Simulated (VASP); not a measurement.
# MgO (k07) (Fm-3m) in VASP: notebook

Runs on MgO (k07). Level: PBE. Tasks: vibrations by perturbation theory, elastic constants.

Program: VASP 6.6.1. These are calculated values, not measurements. Logs are shortened: lines on timing, memory, paths and dates and some standing lists are left out, and cuts for length are marked.

## (1) The cell of the first run

Symmetry: Fm-3m, No. 225, cubic system. Conventional cell: a = 4.254 Å, b = 4.254 Å, c = 4.254 Å, α = 90.00°, β = 90.00°, γ = 90.00°. Mg (site symmetry m-3m) has 6 O at 2.13 Å within 2.8 Å. O (site symmetry m-3m) has 6 Mg at 2.13 Å within 2.8 Å.

## (2) Vibrations by perturbation theory, PBE

The input, INCAR:

```
SYSTEM = MgO
  PREC = Accurate
  ENCUT = 520
  EDIFF = 1E-8
  ISMEAR = 0
  SIGMA = 0.01
  LREAL = .False.
  LASPH = .True.
  NELM = 60
  ALGO = Normal
  ISIF = 2
  LWAVE = .False.
  LCHARG = .False.
  GGA = PE
  NBANDS = 11
  IBRION = 8
  NSW = 1
  LEPSILON = .True.
```

The input, KPOINTS:

```
regular mesh
0
Gamma
  14 14 14
  0 0 0
```

The input, POSCAR:

```
MgO
1.0
    0.0000000000      2.1268434960      2.1268434960
    2.1268434960      0.0000000000      2.1268434960
    2.1268434960      2.1268434960      0.0000000000
Mg O
1 1
Direct
    0.0000000000      0.0000000000      0.0000000000
    0.5000000000      0.5000000000      0.5000000000
```

Potentials or basis: VASP PAW PBE potentials, release 64 (Mg, O).

Command:

```bash
cat potpaw_PBE.64/Mg/POTCAR potpaw_PBE.64/O/POTCAR > POTCAR
mpirun -np 1 vasp_std > vasp.out
```

OUTCAR:

```text
SYSTEM = MgO
   PREC = Accurate
   ENCUT = 520
   EDIFF = 1E-8
   ISMEAR = 0
   LREAL = .False.
   LASPH = .True.
   NELM = 60
   ISIF = 2
   GGA = PE
   IBRION = 8
   NSW = 1
   LEPSILON = .True.

 ion  position               nearest neighbor table
   1  0.000  0.000  0.000-   2 2.13   2 2.13   2 2.13   2 2.13   2 2.13   2 2.13
   2  0.500  0.500  0.500-   1 2.13   1 2.13   1 2.13   1 2.13   1 2.13   1 2.13

  LATTYP: Found a face centered cubic cell.
 ALAT       =     4.2536869920

  Lattice vectors:

 A1 = (   0.0000000000,   2.1268434960,   2.1268434960)
 A2 = (   2.1268434960,   0.0000000000,   2.1268434960)
 A3 = (   2.1268434960,   2.1268434960,   0.0000000000)

Analysis of symmetry for initial positions (statically):
=====================================================================
 Subroutine PRICEL returns:
 Original cell was already a primitive cell.

 Routine SETGRP: Setting up the symmetry group for a
 face centered cubic supercell.

 Subroutine GETGRP returns: Found 48 space group operations
 (whereof 48 operations were pure point group operations)
 out of a pool of 48 trial point group operations.

The static configuration has the point symmetry O_h .

Analysis of symmetry for dynamics (positions and initial velocities):
=====================================================================
 Subroutine PRICEL returns:
 Original cell was already a primitive cell.

 Routine SETGRP: Setting up the symmetry group for a
 face centered cubic supercell.

 Subroutine GETGRP returns: Found 48 space group operations
 (whereof 48 operations were pure point group operations)
 out of a pool of 48 trial point group operations.

The dynamic configuration has the point symmetry O_h .

 Subroutine INISYM returns: Found 48 space group operations
 (whereof 48 operations are pure point group operations),
 and found     1 'primitive' translations

[... 566 lines left out ...]
    -0.00387  0.00000  0.00000
    -0.00000  0.00678  0.00000
     0.00000  0.00000  0.00678

 MACROSCOPIC STATIC DIELECTRIC TENSOR (including local field effects in DFT)
 ------------------------------------------------------
           3.169994    -0.000000    -0.000000
           0.000000     3.169994    -0.000000
           0.000000     0.000000     3.169994
 ------------------------------------------------------

 PIEZOELECTRIC TENSOR (including local field effects)  for field in x, y, z        (e  Angst)
          XX          YY          ZZ          XY          YZ          ZX
  --------------------------------------------------------------------------------
  x     0.00000     0.00000     0.00000     0.00000     0.00000     0.00000
  y     0.00000     0.00000     0.00000     0.00000     0.00000     0.00000
  z     0.00000     0.00000     0.00000     0.00000     0.00000     0.00000

 PIEZOELECTRIC TENSOR (including local field effects)  for field in x, y, z        (C/m^2)
          XX          YY          ZZ          XY          YZ          ZX
  --------------------------------------------------------------------------------
  x     0.00000     0.00000     0.00000     0.00000     0.00000     0.00000
  y     0.00000     0.00000     0.00000     0.00000     0.00000     0.00000
  z     0.00000     0.00000     0.00000     0.00000     0.00000     0.00000

 BORN EFFECTIVE CHARGES (including local field effects) (in |e|, cummulative output)
 ---------------------------------------------------------------------------------
 ion    1
    1     1.98145     0.00000    -0.00000
    2     0.00000     1.98145    -0.00000
    3     0.00000     0.00000     1.98145
 ion    2
    1    -1.98145     0.00000     0.00000
    2     0.00000    -1.98145     0.00000
    3    -0.00000    -0.00000    -1.98145

 INTERNAL STRAIN TENSOR FOR ION    2 for displacements in x,y,z  (eV/Angst):
          X           Y           Z          XY          YZ          ZX
  --------------------------------------------------------------------------------
  x     0.00000     0.00000     0.00000     0.00000     0.00000     0.00000
  y     0.00000     0.00000     0.00000     0.00000     0.00000     0.00000
  z     0.00000     0.00000     0.00000     0.00000     0.00000     0.00000

 SECOND DERIVATIVES (NOT SYMMETRIZED)
 ------------------------------------
               1X          1Y          1Z          2X          2Y          2Z
  1X    -4.792484    0.000000    0.000000    4.792484    0.000000    0.000000
  1Y     0.000000   -4.792484    0.000000    0.000000    4.792484    0.000000
  1Z     0.000000    0.000000   -4.792484    0.000000    0.000000    4.792484
  2X     4.811017    0.000000    0.000000   -4.811017    0.000000    0.000000
  2Y     0.000000    4.811017    0.000000    0.000000   -4.811017    0.000000
  2Z     0.000000    0.000000    4.811017    0.000000    0.000000   -4.811017

 Eigenvectors and eigenvalues of the dynamical matrix
 ----------------------------------------------------

   1 f  =   11.030843 THz    69.308829 2PiTHz  367.949305 cm-1    45.619879 meV
             X         Y         Z           dx          dy          dz
      0.000000  0.000000  0.000000     0.629325   -0.000000   -0.000000
      2.126843  2.126843  2.126843    -0.777142    0.000000    0.000000
[... 21 lines left out ...]
   6 f/i=    0.010411 THz     0.065416 2PiTHz    0.347284 cm-1     0.043058 meV
             X         Y         Z           dx          dy          dz
      0.000000  0.000000  0.000000     0.725474   -0.278637    0.000000
      2.126843  2.126843  2.126843     0.587484   -0.225638    0.000000

--------------------------------------------------------------------------------------------------------

 MACROSCOPIC STATIC DIELECTRIC TENSOR IONIC CONTRIBUTION
 ------------------------------------------------------
           7.689467    -0.000000    -0.000000
          -0.000000     7.689467     0.000000
          -0.000000     0.000000     7.689467
 ------------------------------------------------------

 ELASTIC MODULI CONTR FROM IONIC RELAXATION (kBar)
 Direction    XX          YY          ZZ          XY          YZ          ZX
 --------------------------------------------------------------------------------
 XX           0.0000      0.0000      0.0000      0.0000      0.0000      0.0000
 YY           0.0000      0.0000      0.0000      0.0000      0.0000      0.0000
 ZZ           0.0000      0.0000      0.0000      0.0000      0.0000      0.0000
 XY           0.0000      0.0000      0.0000      0.0000      0.0000      0.0000
 YZ           0.0000      0.0000      0.0000      0.0000      0.0000      0.0000
 ZX           0.0000      0.0000      0.0000      0.0000      0.0000      0.0000
 --------------------------------------------------------------------------------

 PIEZOELECTRIC TENSOR IONIC CONTR  for field in x, y, z        (C/m^2)
          XX          YY          ZZ          XY          YZ          ZX
  --------------------------------------------------------------------------------
  x     0.00000     0.00000     0.00000     0.00000     0.00000     0.00000
  y     0.00000     0.00000     0.00000     0.00000     0.00000     0.00000
  z     0.00000     0.00000     0.00000     0.00000     0.00000     0.00000
```

OSZICAR:

```text
N       E                     dE             d eps       ncg     rms          rms(c)
DAV:   1     0.151263122748E+02    0.15126E+02   -0.46271E+03  2528   0.649E+02
DAV:   2    -0.128123089112E+02   -0.27939E+02   -0.26504E+02  2616   0.136E+02
[... 135 lines left out ...]
RMM:   6    -0.360127421623E+00    0.55570E-05   -0.85270E-08  9457   0.207E-03    0.972E-04
RMM:   7    -0.360117207330E+00    0.10214E-04   -0.27902E-08  9100   0.121E-03    0.103E-04
RMM:   8    -0.360116997068E+00    0.21026E-06   -0.10836E-08  9271   0.131E-04    0.338E-05
RMM:   9    -0.360117123206E+00   -0.12614E-06   -0.10997E-08  9428   0.125E-04    0.382E-06
RMM:  10    -0.360117092077E+00    0.31130E-07   -0.11001E-08  8778   0.718E-05    0.143E-06
RMM:  11    -0.360117096694E+00   -0.46171E-08   -0.11003E-08  8314   0.697E-05    0.103E-07
 Linear response finished
```

Wall time 4.5 min (1 thread of Intel Xeon 6975P-C, shared host); peak memory 0.27 GiB.

Results:

```
Electronic dielectric tensor (diagonal)                 : 3.17
Born charges (mean of the diagonal)                     : Mg +1.98; O -1.98 e
Highest phonon frequency at Γ, LO-TO splitting left out : 368 cm⁻¹
```

Phonon frequencies in cm⁻¹ (negative: imaginary):
```csv
q point,frequencies
"(0.000, 0.000, 0.000)",0 0 0 368 368 368
```

Electronic dielectric tensor:
```
3.17 0.00 0.00
0.00 3.17 0.00
0.00 0.00 3.17
```

Born effective charge tensors (e):
atom 1, Mg
```
1.98 0.00 0.00
0.00 1.98 0.00
0.00 0.00 1.98
```
atom 2, O
```
-1.98  0.00  0.00
 0.00 -1.98  0.00
 0.00  0.00 -1.98
```

## (3) Elastic constants, PBE

The input, INCAR:

```
SYSTEM = MgO
  ALGO = Normal
  EDIFF = 1E-8
  ENCUT = 600
  GGA = PE
  IBRION = 6
  ISIF = 3
  ISMEAR = 0
  LASPH = .True.
  LCHARG = .False.
  LREAL = .False.
  LWAVE = .False.
  NELM = 80
  NFREE = 2
  NSW = 1
  POTIM = 0.015
  PREC = Accurate
  SIGMA = 0.01
```

The input, KPOINTS:

```
k-points
0
Gamma
  14 14 14
  0 0 0
```

POSCAR is that of step 2.

Potentials or basis: VASP PAW PBE potentials, release 64 (Mg, O).

Command:

```bash
cat potpaw_PBE.64/Mg/POTCAR potpaw_PBE.64/O/POTCAR > POTCAR
mpirun -np 1 vasp_std > vasp.out
```

OUTCAR:

```text
SYSTEM = MgO
   EDIFF = 1E-8
   ENCUT = 600
   GGA = PE
   IBRION = 6
   ISIF = 3
   ISMEAR = 0
   LASPH = .True.
   LREAL = .False.
   NELM = 80
   NFREE = 2
   NSW = 1
   POTIM = 0.015
   PREC = Accurate

 ion  position               nearest neighbor table
   1  0.000  0.000  0.000-   2 2.13   2 2.13   2 2.13   2 2.13   2 2.13   2 2.13
   2  0.500  0.500  0.500-   1 2.13   1 2.13   1 2.13   1 2.13   1 2.13   1 2.13

  LATTYP: Found a face centered cubic cell.
 ALAT       =     4.2536869920

  Lattice vectors:

 A1 = (   0.0000000000,   2.1268434960,   2.1268434960)
[... 689 lines left out ...]
          X           Y           Z          XY          YZ          ZX
  --------------------------------------------------------------------------------
  x     0.00000     0.00000     0.00000     0.00000     0.00000     0.00000
  y     0.00000     0.00000     0.00000     0.00000     0.00000     0.00000
  z     0.00000     0.00000     0.00000     0.00000     0.00000     0.00000

 INTERNAL STRAIN TENSOR FOR ION    2 for displacements in x,y,z  (eV/Angst):
          X           Y           Z          XY          YZ          ZX
  --------------------------------------------------------------------------------
  x     0.00000     0.00000     0.00000     0.00000     0.00000     0.00000
  y     0.00000     0.00000     0.00000     0.00000     0.00000     0.00000
  z     0.00000     0.00000     0.00000     0.00000     0.00000     0.00000

 Eigenvectors and eigenvalues of the dynamical matrix
 ----------------------------------------------------

   1 f  =   11.022790 THz    69.258234 2PiTHz  367.680709 cm-1    45.586577 meV
             X         Y         Z           dx          dy          dz
      0.000000  0.000000  0.000000    -0.630019    0.000000   -0.000000
      2.126843  2.126843  2.126843     0.776580    0.000000   -0.000000
[... 21 lines left out ...]
   6 f/i=    0.000555 THz     0.003490 2PiTHz    0.018529 cm-1     0.002297 meV
             X         Y         Z           dx          dy          dz
      0.000000  0.000000  0.000000    -0.035632    0.651896   -0.420521
      2.126843  2.126843  2.126843    -0.028907    0.528866   -0.341158

--------------------------------------------------------------------------------------------------------

 ELASTIC MODULI CONTR FROM IONIC RELAXATION (kBar)
 Direction    XX          YY          ZZ          XY          YZ          ZX
 --------------------------------------------------------------------------------
 XX           0.0000      0.0000      0.0000      0.0000      0.0000      0.0000
 YY           0.0000      0.0000      0.0000      0.0000      0.0000      0.0000
 ZZ           0.0000      0.0000      0.0000      0.0000      0.0000      0.0000
 XY           0.0000      0.0000      0.0000      0.0000      0.0000      0.0000
 YZ           0.0000      0.0000      0.0000      0.0000      0.0000      0.0000
 ZX           0.0000      0.0000      0.0000      0.0000      0.0000      0.0000
 --------------------------------------------------------------------------------

 TOTAL ELASTIC MODULI (kBar)
 Direction    XX          YY          ZZ          XY          YZ          ZX
 --------------------------------------------------------------------------------
 XX        2675.3759    895.8792    895.8792      0.0000      0.0000     -0.0000
 YY         895.8792   2675.3759    895.8792      0.0000      0.0000     -0.0000
 ZZ         895.8792    895.8792   2675.3759     -0.0000      0.0000     -0.0000
 XY           0.0000      0.0000     -0.0000   1421.8527      0.0000      0.0000
 YZ           0.0000      0.0000      0.0000      0.0000   1421.8527      0.0000
 ZX          -0.0000     -0.0000     -0.0000      0.0000      0.0000   1421.8527
 --------------------------------------------------------------------------------
```

stdout:

```text
POSCAR found type information on POSCAR MgO
 POSCAR found :  2 types and       2 ions
 scaLAPACK will be used
 LDA part: xc-table for (Slater+PW92), standard interpolation
 POSCAR, INCAR and KPOINTS ok, starting setup
 FFT: planning ... GRIDC
 FFT: planning ... GRID_SOFT
 FFT: planning ... GRID
 WAVECAR not read
 entering main loop
 Found     2 degrees of freedom:
 Adding 6 more for cell shape distortion
 Finite differences POTIM= 0.01500 DOF=   8
 bond charge predicted
 Finite differences progress:
 bond charge predicted
 Finite differences progress:
 bond charge predicted
 Finite differences progress:
 bond charge predicted
 Finite differences progress:
 bond charge predicted
 Finite differences progress:
 bond charge predicted
 Finite differences progress:
 bond charge predicted
 Finite differences progress:
 bond charge predicted
 Finite differences progress:
 bond charge predicted
 Finite differences progress:
 bond charge predicted
 Finite differences progress:
 bond charge predicted
 Finite differences progress:
 bond charge predicted
 Finite differences progress:
 bond charge predicted
 Finite differences progress:
 bond charge predicted
 Finite differences progress:
 bond charge predicted
 Finite differences progress:
 bond charge predicted
 Finite differences progress:
```

Wall time 8.3 min (1 thread of Intel Xeon 6975P-C, shared host); peak memory 0.39 GiB.

What came out:

```yaml
Elastic_constants_C11_C12_C44: 268, 90, 142 GPa
Voigt_bulk_modulus: 149 GPa
Highest_phonon_frequency_at_Γ_LO-TO_splitting_left_out: 368 cm⁻¹
```

Phonon frequencies in cm⁻¹ (negative: imaginary):
```
              q point        frequencies
(0.000, 0.000, 0.000)  0 0 0 368 368 368
```

Elastic tensor in Voigt notation (GPa, in the Cartesian axes of the cell as first typed):
```
268  90  90   0   0   0
 90 268  90   0   0   0
 90  90 268   0   0   0
  0   0   0 142   0   0
  0   0   0   0 142   0
  0   0   0   0   0 142
```

Clamped-ion elastic tensor (GPa):
```
268  90  90   0   0   0
 90 268  90   0   0   0
 90  90 268   0   0   0
  0   0   0 142   0   0
  0   0   0   0 142   0
  0   0   0   0   0 142
```
